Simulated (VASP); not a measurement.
Input of a VASP 6.6.1 run:

The input INCAR:

```
SYSTEM = Gd
PREC = Accurate
ENCUT = 520
EDIFF = 1E-7
ISMEAR = 0
SIGMA = 0.05
LREAL = .FALSE.
LASPH = .TRUE.
NELM = 150
ALGO = Normal
ISIF = 2
LWAVE = .FALSE.
LCHARG = .FALSE.
ISPIN = 2
MAGMOM = 7
LORBIT = 11
LMAXMIX = 6
GGA = CA
NBANDS = 19
```

The input KPOINTS:

```
Automatic mesh
0
G
  8 8 8
  0 0 0
```

File POSCAR:

```
Gd
1.0
    0.0000000000      2.0694194240      2.0694194240
    2.0694194240      0.0000000000      2.0694194240
    2.0694194240      2.0694194240      0.0000000000
Gd
1
Direct
    0.0000000000      0.0000000000      0.0000000000
```

Potentials or basis: VASP PAW PBE potentials, release 64 (Gd).

Run with:

```console
$ cat potpaw_PBE.64/Gd/POTCAR > POTCAR
$ mpirun -np 1 vasp_std > vasp.out
```

Question: Predict the pressure.

Answer: 40.2 GPa.

Question: What does it give for the site moments?

Answer: Gd +6.67 μB.

Question: Predict the net moment.

Answer: 6.90 μB per cell.

Caveat: the PAW data sets were made with another functional, which shifts forces and pressure a little. The state reached can hang on the start; a lower one may exist.
